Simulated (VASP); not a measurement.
Here is a VASP 6.6.1 calculation.

File INCAR:

```
ALGO = Normal
EDIFF = 1E-7
ENCUT = 520
ISIF = 2
ISMEAR = 0
LASPH = T
LCHARG = F
LREAL = F
LWAVE = F
NBANDS = 7
NELM = 60
PREC = Accurate
SIGMA = 0.15
```

File KPOINTS:

```
k-points
0
Gamma
  21 21 18
```

The input POSCAR:

```
Mg
1.0
    3.1362686042      0.0000000000      0.0000000000
   -1.5681343021      2.7160882843      0.0000000000
    0.0000000000      0.0000000000      2.8802002335
Mg
1
Direct
    0.0000000000      0.0000000000      0.0000000000
```

Potentials or basis: VASP PAW LDA potentials, release 64 (Mg).

The run is started by

```console
$ cat potpaw_LDA.64/Mg/POTCAR > POTCAR
$ mpirun -np 1 vasp_std > vasp.out
```

Q: Estimate the pressure.

A: -0.9 GPa.

Q: Estimate the band gap on the k mesh.

A: Zero (bands 1 and 2 overlap by 5.37 eV).

Stress tensor (GPa, compression positive):
```
-2.80  0.00  0.00
 0.00 -2.80  0.00
 0.00  0.00  2.86
```
